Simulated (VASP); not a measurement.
# InSe (C2/m) in VASP: settings compared

The runs below take InSe through single point, with LDA, BLYP, PBEsol.

Program: VASP 6.6.1. These are calculated values, not measurements. Logs are shortened: lines on timing, memory, paths and dates and some standing lists are left out, and cuts for length are marked.

### Step 1. The cell of the first run

The structure is monoclinic, space group C2/m (No. 12). The conventional cell has a = 11.736 Å, b = 4.110 Å, c = 4.610 Å, α = 90.00°, β = 110.30°, γ = 90.00°. In (site symmetry m) has 3 Se at 2.58 to 2.78 Å and 1 In at 2.74 Å within 3.4 Å. Se (site symmetry m) has 3 In at 2.58 to 2.78 Å within 3.4 Å.

### Step 2. Single point, LDA

The input, INCAR:

```
PREC = Accurate ; ENCUT = 500
EDIFF = 1E-6 ; ISMEAR = 0
SIGMA = 0.01 ; LREAL = False
LASPH = True ; NELM = 120
ALGO = Normal ; ISIF = 2
LWAVE = False ; LCHARG = False
GGA = CA ; NBANDS = 27
GGA_COMPAT = False
```

The input, KPOINTS:

```
Automatic mesh
0
Gamma
  6 6 6
```

The input, POSCAR:

```
InSe
1.0
    5.8679031300     -2.0550000000      0.0000000000
    5.8679031300      2.0550000000      0.0000000000
   -1.5994149700      0.0000000000      4.3236525900
In Se
2 2
Direct
    0.8840000000      0.8840000000      0.0050000000
    0.1160000000      0.1160000000      0.9950000000
    0.6600000000      0.6600000000      0.6420000000
    0.3400000000      0.3400000000      0.3580000000
```

Potentials or basis: VASP PAW LDA potentials, release 64 (In_d, Se).

Command:

```bash
$ cat potpaw_LDA.64/In_d/POTCAR potpaw_LDA.64/Se/POTCAR > POTCAR
$ mpirun -np 1 vasp_std > vasp.out
```

OUTCAR:

```text
PREC = Accurate
   ENCUT = 500
   EDIFF = 1E-6
   ISMEAR = 0
   LREAL = False
   LASPH = True
   NELM = 120
   ISIF = 2
   GGA = CA

 ion  position               nearest neighbor table
   1  0.884  0.884  0.005-   3 2.58   2 2.74   4 2.78   4 2.78   2 3.74   2 3.74
   2  0.116  0.116  0.995-   4 2.58   1 2.74   3 2.78   3 2.78   1 3.74   1 3.74
   3  0.660  0.660  0.642-   1 2.58   2 2.78   2 2.78
   4  0.340  0.340  0.358-   2 2.58   1 2.78   1 2.78

  LATTYP: Found a base centered monoclinic cell.
 ALAT       =    11.7358062600
 B/A-ratio  =     0.3502102803
 C/A-ratio  =     0.3928149370
 COS(beta)  =    -0.3469446792

  Lattice vectors:

 A1 = (   5.8679031300,  -2.0550000000,   0.0000000000)
 A2 = (   5.8679031300,   2.0550000000,   0.0000000000)
 A3 = (  -1.5994149700,   0.0000000000,   4.3236525900)

Analysis of symmetry for initial positions (statically):
=====================================================================
 Subroutine PRICEL returns:
 Original cell was already a primitive cell.

 Routine SETGRP: Setting up the symmetry group for a
 base centered monoclinic supercell.

 Subroutine GETGRP returns: Found  4 space group operations
 (whereof  4 operations were pure point group operations)
 out of a pool of  4 trial point group operations.

The static configuration has the point symmetry C_2h.

Analysis of symmetry for dynamics (positions and initial velocities):
=====================================================================
 Subroutine PRICEL returns:
 Original cell was already a primitive cell.

 Routine SETGRP: Setting up the symmetry group for a
 base centered monoclinic supercell.

 Subroutine GETGRP returns: Found  4 space group operations
 (whereof  4 operations were pure point group operations)
 out of a pool of  4 trial point group operations.

The dynamic configuration has the point symmetry C_2h.

 Subroutine INISYM returns: Found  4 space group operations
 (whereof  4 operations are pure point group operations),
 and found     1 'primitive' translations

----------------------------------------------------------------------------------------

                                     Primitive cell

  volume of cell :     104.2739

  direct lattice vectors                    reciprocal lattice vectors
     5.867903130 -2.055000000  0.000000000     0.085209314 -0.243309002  0.031520815
     5.867903130  2.055000000  0.000000000     0.085209314  0.243309002  0.031520815
    -1.599414970  0.000000000  4.323652590     0.000000000  0.000000000  0.231285928

  length of vectors
     6.217339635  6.217339635  4.609999996     0.259718039  0.259718039  0.231285928

  position of ions in fractional coordinates (direct lattice)
     0.884000000  0.884000000  0.005000000
     0.116000000  0.116000000  0.995000000
     0.660000000  0.660000000  0.642000000
     0.340000000  0.340000000  0.358000000

  ion indices of the primitive-cell ions
   primitive index   ion index
                 1           1
                 2           2
                 3           3
                 4           4

----------------------------------------------------------------------------------------

 KPOINTS: Automatic mesh

Automatic generation of k-mesh.
 Grid dimensions read from file:
 generate k-points for:    6    6    6

 Generating k-lattice:

  Cartesian coordinates                     Fractional coordinates (reciprocal lattice)
     0.014201552 -0.040551500  0.005253469     0.166666667  0.000000000 -0.000000000
     0.014201552  0.040551500  0.005253469     0.000000000  0.166666667 -0.000000000
     0.000000000  0.000000000  0.038547655     0.000000000  0.000000000  0.166666667

  Length of vectors
     0.043286340  0.043286340  0.038547655

  Shift w.r.t. Gamma in fractional coordinates (k-lattice)
     0.000000000  0.000000000  0.000000000

 Subroutine IBZKPT returns following result:
 ===========================================

 Found     68 irreducible k-points:

 Following reciprocal coordinates:
            Coordinates               Weight
  0.000000  0.000000  0.000000      1.000000
  0.166667  0.000000  0.000000      4.000000
  0.333333 -0.000000 -0.000000      4.000000
  0.500000  0.000000 -0.000000      2.000000
  0.166667  0.166667  0.000000      2.000000
  0.333333  0.166667  0.000000      4.000000
[... 16 lines left out ...]
 -0.333333  0.166667  0.166667      4.000000
 -0.166667  0.166667  0.166667      4.000000
 [... further k-points ...]
   k-points           NKPTS =     68   k-points in BZ     NKDIM =     68   number of bands    NBANDS=     27
   number of dos      NEDOS =    301   number of ions     NIONS =      4
   total plane-waves  NPLWV =  82944
   dimension x,y,z NGX =    48 NGY =   48 NGZ =   36
   dimension x,y,z NGXF=    96 NGYF=   96 NGZF=   72
   ions per type =               2   2
   NGX,Y,Z   is equivalent  to a cutoff of  12.83, 12.83, 12.98 a.u.
   NGXF,Y,Z  is equivalent  to a cutoff of  25.67, 25.67, 25.96 a.u.
 SYSTEM =  unknown system
   PREC   = accura    normal or accurate (medium, high low for compatibility)
   ISTART =      0    job   : 0-new  1-cont  2-samecut
   ICHARG =      2    charge: 1-file 2-atom 10-const
   ISPIN  =      1    spin polarized calculation?
   LNONCOLLINEAR =      F non collinear calculations
   LSORBIT =      F    spin-orbit coupling
   LASPH  =      T    aspherical Exc in radial PAW
   ENCUT  =  500.0 eV  36.75 Ry    6.06 a.u.  11.34 11.34  8.41*2*pi/ulx,y,z
   NELM   =    120;   NELMIN=  2; NELMDL= -5     # of ELM steps
   EDIFF  = 0.1E-05   stopping-criterion for ELM
   LREAL  =      F    real-space projection
   EDIFFG = 0.1E-04   stopping-criterion for IOM
   NSW    =      0    number of steps for IOM
   IBRION =     -1    ionic relax: 0-MD 1-quasi-New 2-CG
   NFREE  =      0    steps in history (QN), initial steepest desc. (CG)
   ISIF   =      2    stress and relaxation
   ISYM   =      2    0-nonsym 1-usesym 2-fastsym
   POTIM  = 0.5000    time-step for ionic-motion
   TEBEG  =    0.0;   TEEND  =   0.0 temperature during run
   PSTRESS=    0.0 pullay stress
   NELECT =      38.0000    total number of electrons
   NUPDOWN=      -1.0000    fix difference up-down
   EMIN   =  10.00;   EMAX   =-10.00  energy-range for DOS
   EFERMI =   0.00;   METHOD = LEGACY
   ISMEAR =     0;   SIGMA  =   0.01  broadening in eV -4-tet -1-fermi 0-gaus
   EFERMI_NEDOS =   21; number of points for ismear=-14 and -15
   IALGO  =     38    algorithm
   IMIX   =      4    mixing-type and parameters
     AMIX     =   0.40;   BMIX     =  1.00
     AMIX_MAG =   1.60;   BMIX_MAG =  1.00
  volume/ion in A,a.u.               =      26.07       175.92
  Fermi-wavevector in a.u.,A,eV,Ry     =   1.169349  2.209749 18.604297  1.367377
  Thomas-Fermi vector in A             =   2.305823
   LORBIT       =      0    0 simple, 1 ext, 2 COOP (PROOUT), +10 PAW based schemes
   GGA     = CA    functional components
   LHFCALC =     F    Hartree Fock is set to
   AEXX    =    0.0000 exact exchange contribution
   IVDW    =     0    specifies the selected vdW correction
   LEPSILON=     F    determine dielectric tensor
   LRPA    =     F    only Hartree local field effects (RPA)
 non-spin polarized calculation
 Gauss-broadening in eV      SIGMA  =   0.01
  energy-cutoff  :      500.00
  volume of cell :      104.27
 maximum number of plane-waves:      2679
 NGX is ok and might be reduce to    48
   NGX = 23   NGY = 23   NGZ = 17

 number of electron      38.0000002 magnetization

 Free energy of the ion-electron system (eV)
  ---------------------------------------------------
  ext. energy  EPLUGINS =         0.00000000
  ---------------------------------------------------
  free energy    TOTEN  =       -16.53193011 eV

  energy without entropy =      -16.53193011  energy(sigma->0) =      -16.53193011

 E-fermi :   4.7651     XC(G=0):  -9.8914

 val. band max:        4.7177633109   @ k =  -0.3333  -0.3333   0.3333
 cond. band min:       5.7027576606   @ k =   0.5000   0.5000  -0.0000
 fundamental gap:      0.9849943496
 Fermi energy:         4.7651151453

 k-point     1 :       0.0000    0.0000    0.0000
  band No.  band energies     occupation
      1      -9.8833      2.00000
      2      -9.8410      2.00000
      3      -9.5332      2.00000
      4      -9.5124      2.00000
      5      -9.4695      2.00000
      6      -9.4668      2.00000
[... 19 lines left out ...]
     26      11.7214      0.00000
     27      13.3447      0.00000

 k-point     2 :       0.1667    0.0000    0.0000
  band No.  band energies     occupation
      1      -9.8851      2.00000
      2      -9.8268      2.00000
      3      -9.5846      2.00000
      4      -9.5089      2.00000
      5      -9.4882      2.00000
      6      -9.4601      2.00000
[... 19 lines left out ...]
     26      11.6021      0.00000
     27      13.0473      0.00000

 k-point     3 :       0.3333   -0.0000   -0.0000
  band No.  band energies     occupation
      1      -9.8834      2.00000
      2      -9.8155      2.00000
      3      -9.6272      2.00000
      4      -9.5548      2.00000
      5      -9.4787      2.00000
      6      -9.4733      2.00000
[... 19 lines left out ...]
     26      12.5279      0.00000
     27      12.6251      0.00000

 k-point     4 :       0.5000    0.0000   -0.0000
  band No.  band energies     occupation
      1      -9.8813      2.00000
      2      -9.8194      2.00000
      3      -9.6051      2.00000
      4      -9.6050      2.00000
      5      -9.4798      2.00000
      6      -9.4711      2.00000
[... 19 lines left out ...]
     26      12.3091      0.00000
     27      13.3176      0.00000
[... 516 lines left out ...]
      4      -9.5986      2.00000
      5      -9.4896      2.00000
      6      -9.4631      2.00000
[... 19 lines left out ...]
     26      10.8474      0.00000
     27      12.3527      0.00000

 k-point    23 :      -0.3333    0.1667    0.1667
  band No.  band energies     occupation
      1      -9.9056      2.00000
      2      -9.8005      2.00000
      3      -9.6623      2.00000
      4      -9.5695      2.00000
      5      -9.4976      2.00000
      6      -9.4589      2.00000
[... 19 lines left out ...]
     26      10.9512      0.00000
     27      13.4511      0.00000

 k-point    24 :      -0.1667    0.1667    0.1667
  band No.  band energies     occupation
      1      -9.8717      2.00000
      2      -9.8484      2.00000
      3      -9.6494      2.00000
      4      -9.5267      2.00000
      5      -9.4951      2.00000
      6      -9.4669      2.00000
[... 19 lines left out ...]
     26      12.1879      0.00000
     27      12.9245      0.00000

 [... further k-points ...]
[... 5 lines left out ...]
  --------------------------------------------------------------------------------------
  -------------------------------------------------------------------------------------
  Total       -0.1645413     -1.9355487     -1.4439327      0.0000000      0.0000000      1.3707018
  in kB       -2.5281911    -29.7398751    -22.1861528      0.0000000      0.0000000     21.0609524
  external PRESSURE =     -18.1514063 kB  Pullay stress =       0.0000000 kB

 VOLUME and BASIS-vectors are now :
 -----------------------------------------------------------------------------
  energy-cutoff  :      500.00
  volume of cell :      104.27
      direct lattice vectors                 reciprocal lattice vectors
     5.867903130 -2.055000000  0.000000000     0.085209314 -0.243309002  0.031520815
     5.867903130  2.055000000  0.000000000     0.085209314  0.243309002  0.031520815
    -1.599414970  0.000000000  4.323652590     0.000000000  0.000000000  0.231285928

 POSITION                                       TOTAL-FORCE (eV/Angst)
 -----------------------------------------------------------------------------------
     10.36646      0.00000      0.02162        -0.213172      0.000000      0.513573
     -0.23006      0.00000      4.30203         0.213172      0.000000     -0.513573
      6.71881      0.00000      2.77578        -0.664394      0.000000      0.098003
      3.41758      0.00000      1.54787         0.664394      0.000000     -0.098003
 -----------------------------------------------------------------------------------
    total drift:                               -0.000000     -0.000000      0.000000

  FREE ENERGIE OF THE ION-ELECTRON SYSTEM (eV)
  ---------------------------------------------------
  free  energy   TOTEN  =       -16.5319301145 eV

  energy  without entropy=      -16.5319301145  energy(sigma->0) =      -16.53193011
```

It took 89 s on 1 thread of Intel Xeon 6975P-C (Granite Rapids), shared host; peak memory 0.32 GiB.

Results:

| Property | Result |
| --- | --- |
| Free energy | -16.5319 eV |
| Pressure | -1.8 GPa |
| Largest force | 0.672 eV/Å |
| Band gap on the k mesh | 0.98 eV, indirect (least direct gap 1.25 eV) |

Forces in eV/Å, atoms in the order of the input:
```
In  -0.213  0.000  0.514
In   0.213  0.000 -0.514
Se  -0.664  0.000  0.098
Se   0.664  0.000 -0.098
```

Stress tensor (GPa, compression positive):
```
-0.25  0.00  2.11
 0.00 -2.97  0.00
 2.11  0.00 -2.22
```

Levels at points of the mesh, in eV from the valence-band top:
```
           k point  band 16  band 17  band 18  band 19  band 20  band 21  band 22  band 23
(0.00, 0.00, 0.00)    -2.75    -2.22    -1.71    -1.08     2.76     3.48     4.33     4.59
(0.50, 0.00, 0.00)    -1.97    -1.60    -1.53    -1.19     1.43     2.37     3.07     3.28
(0.50, 0.50, 0.00)    -2.58    -1.14    -0.56    -0.34     0.98     2.83     3.03     4.42
(0.00, 0.00, 0.50)    -1.56    -1.54    -1.08    -0.34     1.02     2.26     3.31     3.58
(0.50, 0.00, 0.50)    -3.27    -2.74    -2.39    -1.62     2.15     3.25     3.97     4.58
(0.50, 0.50, 0.50)    -1.38    -1.33    -1.33    -0.49     2.32     2.94     3.19     3.84
```

Caveat: spin-orbit coupling is left out, which moves the levels of the heavy elements.

### Step 3. Single point, BLYP

The input, INCAR:

```
SYSTEM = InSe
AGGAC = 1.0
AGGAX = 1.0
ALDAC = 0.0
ALDAX = 1.0
ALGO = Normal
EDIFF = 1E-6
ENCUT = 500
GGA = B5
GGA_COMPAT = .FALSE.
ISIF = 2
ISMEAR = 0
LASPH = .TRUE.
LCHARG = .FALSE.
LREAL = .FALSE.
LWAVE = .FALSE.
NBANDS = 27
NELM = 120
PREC = Accurate
SIGMA = 0.01
```

The input, KPOINTS:

```
k-points
0
G
  6 6 6
  0 0 0
```

POSCAR is that of step 2.

Potentials or basis: VASP PAW PBE potentials, release 64 (In_d, Se).

Command:

```bash
$ cat potpaw_PBE.64/In_d/POTCAR potpaw_PBE.64/Se/POTCAR > POTCAR
$ mpirun -np 1 vasp_std > vasp.out
```

Wall time 1.8 min (1 thread of Intel Xeon 6975P-C (Granite Rapids), shared host); peak memory 0.36 GiB.

It converged, with:

| Quantity | Value |
| --- | --- |
| Free energy | -11.4148 eV |
| Pressure | 6.8 GPa |
| Largest force | 0.904 eV/Å |
| Band gap on the k mesh | 1.04 eV, indirect (least direct gap 1.37 eV) |

Forces in eV/Å, atoms in the order of the input:
```
In   0.039  0.000  0.533
In  -0.039  0.000 -0.533
Se  -0.862  0.000 -0.274
Se   0.862  0.000  0.274
```

Stress tensor (GPa, compression positive):
```
9.35 0.00 2.56
0.00 5.23 0.00
2.56 0.00 5.91
```

Levels at points of the mesh, in eV from the valence-band top:
```tsv
k point	band 16	band 17	band 18	band 19	band 20	band 21	band 22	band 23
(0.00, 0.00, 0.00)	-2.68	-2.18	-1.67	-1.06	2.77	3.71	4.59	4.67
(0.50, 0.00, 0.00)	-1.92	-1.57	-1.48	-1.15	1.60	2.45	3.23	3.51
(0.50, 0.50, 0.00)	-2.49	-1.14	-0.57	-0.33	1.04	3.03	3.33	4.56
(0.00, 0.00, 0.50)	-1.51	-1.49	-1.07	-0.31	1.15	2.42	3.41	3.77
(0.50, 0.00, 0.50)	-3.18	-2.64	-2.34	-1.58	2.16	3.51	4.11	4.73
(0.50, 0.50, 0.50)	-1.35	-1.32	-1.28	-0.47	2.46	3.05	3.39	3.92
```

Caveat: the PAW data sets were made with another functional, which shifts forces and pressure a little; spin-orbit coupling is left out, which moves the levels of the heavy elements. A k mesh can miss the band edges.

(Continued in part 2 of 2.)
